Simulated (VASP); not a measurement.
Rb: relaxation of cell and atoms with LDA

Crystal: Rb.

```
Rb
1.0
     3.90646    0.00000    0.00000
    -1.95323    3.38309    0.00000
     0.00000    0.00000    3.61115
Rb
1
Direct
  0.00000 0.00000 0.00000
```

```
Program                : VASP 6.6.1
Task                   : relaxation of cell and atoms
Functional             : LDA
Potentials or basis    : VASP PAW LDA potentials, release 64 (Rb_sv)
Cutoff                 : 600 eV
k mesh                 : 11 × 11 × 11
Occupations            : fermi-dirac, width 0.08 eV
Spin                   : no spin polarisation
Target pressure        : 4.2 GPa
Dipole correction      : no
Further INCAR settings : ALGO = Normal; EDIFF = 1e-07; IBRION = 2; EDIFFG = -0.005; NSW = 32; ISIF = 3
```

The pressure after relaxing is 4.2 GPa.

Final structure:
```
CELL_PARAMETERS angstrom
3.90646 0.00000 0.00000
-1.95323 3.38309 0.00000
0.00000 0.00000 3.61115
ATOMIC_POSITIONS crystal
Rb 0.00000 0.00000 0.00000
```

Levels at points of the mesh, in eV from the Fermi level:
```csv
k point,band 3,band 4,band 5,band 6,band 7,band 8
"(0.00, 0.00, 0.00)",-12.74,-12.66,-2.85,2.03,3.87,3.87
```

It took 10 s on 1 thread of Intel(R) Xeon(R) 6975P-C (Granite Rapids) (shared host), peak memory 0.18 GiB.

Caveat: the relaxation stopped at its first step, so nothing moved; the cell is relaxed towards a set pressure, so the enthalpy falls and the energy may rise.
